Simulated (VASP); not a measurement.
BP:

```
B P
1.0
     0.00000    2.26832    2.26832
     2.26832    0.00000    2.26832
     2.26832    2.26832    0.00000
B P
1 1
Direct
  0.00000 0.00000 0.00000
  0.25000 0.25000 0.25000
```

Base run:

- Program: VASP 6.6.1
- Functional: PBE
- Potentials or basis: VASP PAW PBE potentials, release 64 (B, P)
- Cutoff: 520 eV
- k mesh: 6 × 6 × 6
- Occupations: gaussian, width 0.01 eV
- Spin: no spin polarisation

Its results: band gap on the k mesh 1.33 eV, indirect (least direct gap 3.40 eV); pressure 1.2 GPa.

Q: The run is repeated on the same cell with these changes: k mesh from 6 × 6 × 6 to 8 × 8 × 8; further incar settings from ALGO = Normal; EDIFF = 1e-06; NBANDS = 11 to ALGO = Normal; EDIFF = 1e-07; NBANDS = 11. What comes out?

A: Band gap on the k mesh 1.27 eV, indirect (least direct gap 3.40 eV); pressure 1.1 GPa.

A k mesh can miss the band edges.
